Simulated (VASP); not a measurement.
Set up this calculation in VASP 6.6.1, as the native input.

* Task: single point
* Functional: r2SCAN
* Potentials or basis: VASP PAW PBE potentials, release 64 (W_sv, S)
* Cutoff: 520 eV
* k mesh: 12 × 12 × 12
* Occupations: gaussian, width 0.02 eV
* Spin: no spin polarisation
* Dipole correction: no
* Further INCAR settings: ALGO = Normal; EDIFF = 1e-06; NBANDS = 20

Crystal: WS2.

```
W S
1.0
     1.57860    0.91141    6.03931
    -1.57860    0.91141    6.03931
     0.00000   -1.82281    6.03931
W S
1 2
Direct
  0.00066 0.00066 0.00066
  0.24722 0.24722 0.24722
  0.42082 0.42082 0.42082
```

These files were run (other wordings do the same):

POSCAR

```
WS2
1.0
    1.5786015499      0.9114060298      6.0393062445
   -1.5786015499      0.9114060298      6.0393062445
    0.0000000000     -1.8228120595      6.0393062445
W S
1 2
Direct
    0.0006554627      0.0006554627      0.0006554627
    0.2472223804      0.2472223804      0.2472223804
    0.4208221569      0.4208221569      0.4208221569
```

INCAR.step1

```
ALGO = Normal
EDIFF = 1E-4
ENCUT = 520
GGA = PE
ISMEAR = 0
LASPH = T
LCHARG = F
LREAL = F
LWAVE = T
NBANDS = 20
NELM = 100
PREC = Accurate
SIGMA = 0.02
```

INCAR.step2

```
ALGO = Normal
EDIFF = 1E-6
ENCUT = 520
ISIF = 2
ISMEAR = 0
ISTART = 1
LASPH = T
LCHARG = T
LELF = T
LMIXTAU = T
LREAL = F
LVHAR = T
LWAVE = F
METAGGA = R2SCAN
NBANDS = 20
NELM = 100
PREC = Accurate
SIGMA = 0.02
```

KPOINTS

```
k-points
0
Gamma
  12 12 12
```

Potentials or basis: VASP PAW PBE potentials, release 64 (W_sv, S).

The run is started by

```console
$ cat potpaw_PBE.64/W_sv/POTCAR potpaw_PBE.64/S/POTCAR > POTCAR
$ cp INCAR.step1 INCAR
$ mpirun -np 1 vasp_std > vasp.out
$ cp INCAR.step2 INCAR
$ mpirun -np 1 vasp_std > vasp.out
```

Results of the run:

```yaml
Pressure: 2.5 GPa
Largest_force: 0.267 eV/Å
Band_gap_on_the_k_mesh: 1.04 eV (least direct gap 2.05 eV)
```

Caveat: the PAW data sets were made with another functional, which shifts forces and pressure a little; spin-orbit coupling is left out, which moves the levels of the heavy elements.

It took 74 min on 1 thread of AMD EPYC 7R13 (shared host), peak memory 0.44 GiB.
